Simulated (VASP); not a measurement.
Here is a VASP 6.6.1 calculation.

Contents of INCAR:

```
SYSTEM = InSb3
PREC     = Accurate       ! precision mode
ENCUT    = 520            ! plane-wave cutoff, eV
EDIFF    = 1E-6           ! SCF threshold, eV
ISMEAR   = -1             ! smearing method
SIGMA    = 0.05           ! smearing width, eV
LREAL    = .FALSE.        ! projectors in reciprocal space
LASPH    = .TRUE.         ! aspherical terms in the spheres
NELM     = 100            ! most SCF steps
ALGO     = Normal         ! electronic algorithm
ISIF     = 2              ! what is computed and relaxed
LWAVE    = .FALSE.        ! write WAVECAR
LCHARG   = .TRUE.         ! write CHGCAR
GGA      = PS             ! functional
LELF     = .TRUE.         ! ELF
LVHAR    = .TRUE.       
NBANDS   = 22             ! bands
```

Contents of KPOINTS:

```
Automatic mesh
0
G
  6 6 6
  0 0 0
```

Contents of POSCAR:

```
InSb3
1.0
    0.0000000000      3.7945550000      3.7945550000
    3.7945550000      0.0000000000      3.7945550000
    3.7945550000      3.7945550000      0.0000000000
Sb In
3 1
Direct
    0.5054790000      0.5113180000      0.4848070000
    0.7513440000      0.7508040000      0.7319410000
    0.2428190000      0.2631560000      0.2466500000
   -0.0085640000     -0.0051780000      0.0091680000
```

Potentials or basis: VASP PAW PBE potentials, release 64 (Sb, In_d).

Run with:

```bash
$ cat potpaw_PBE.64/Sb/POTCAR potpaw_PBE.64/In_d/POTCAR > POTCAR
$ mpirun -np 1 vasp_std > vasp.out
```

Problem. Predict the band gap on the k mesh.

Solution. Zero (band 14 reaches 8.91 eV, above the bottom of band 15 at 5.61 eV).

Problem. Predict the pressure.

Solution. -3.0 GPa.

Problem. What does it give for the largest force?

Solution. 0.188 eV/Å.

Stress tensor (GPa, compression positive):
```
-2.93  0.06  0.06
 0.06 -3.08  0.27
 0.06  0.27 -3.01
```

Caveat: the cell differs from its parent crystal (atoms moved at random); the PAW data sets were made with another functional, which shifts forces and pressure a little; spin-orbit coupling is left out, which moves the levels of the heavy elements.
